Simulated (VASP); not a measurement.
A run of VASP 6.6.1 is set up as follows.

File POSCAR:

```
BaTe
1.0
    4.6692053254      0.0000000000      0.0000000000
   -2.3346026627      4.0436504273      0.0000000000
    0.0000000000      0.0000000000      8.8318054955
Ba Te
2 2
Direct
    0.0000000000      0.0000000000      0.0000000000
    0.0000000000      0.0000000000      0.5000000000
    0.3333333333      0.6666666667      0.2500000000
    0.6666666667      0.3333333333      0.7500000000
```

Contents of INCAR.step1:

```
SYSTEM = BaTe
ALGO = Normal ; EDIFF = 1E-4
ENCUT = 520 ; GGA = PE
ISMEAR = 0 ; LASPH = .TRUE.
LCHARG = .FALSE. ; LREAL = .FALSE.
LWAVE = .TRUE. ; NBANDS = 24
NELM = 100 ; PREC = Accurate
SIGMA = 0.01
```

Contents of INCAR.step2:

```
SYSTEM = BaTe
ALGO = Normal ; EDIFF = 1E-7
ENCUT = 520 ; ISIF = 2
ISMEAR = 0 ; ISTART = 1
LASPH = .TRUE. ; LCHARG = .TRUE.
LELF = .TRUE. ; LMIXTAU = .TRUE.
LREAL = .FALSE. ; LVHAR = .TRUE.
LWAVE = .FALSE. ; METAGGA = R2SCAN
NBANDS = 24 ; NELM = 100
PREC = Accurate ; SIGMA = 0.01
```

The input KPOINTS:

```
k-points
0
G
  6 6 4
  0 0 0
```

Potentials or basis: VASP PAW PBE potentials, release 64 (Ba_sv, Te).

Run with:

```sh
$ cat potpaw_PBE.64/Ba_sv/POTCAR potpaw_PBE.64/Te/POTCAR > POTCAR
$ cp INCAR.step1 INCAR
$ mpirun -np 1 vasp_std > vasp.out
$ cp INCAR.step2 INCAR
$ mpirun -np 1 vasp_std > vasp.out
```

(1) Predict the pressure.

(2) Predict the band gap on the k mesh.

## Answers

(1) 2.4 GPa.

(2) 1.69 eV.

Caveat: the cell differs from its parent crystal (epitaxial xy strain -4.6%); the PAW data sets were made with another functional, which shifts forces and pressure a little; spin-orbit coupling is left out, which moves the levels of the heavy elements.
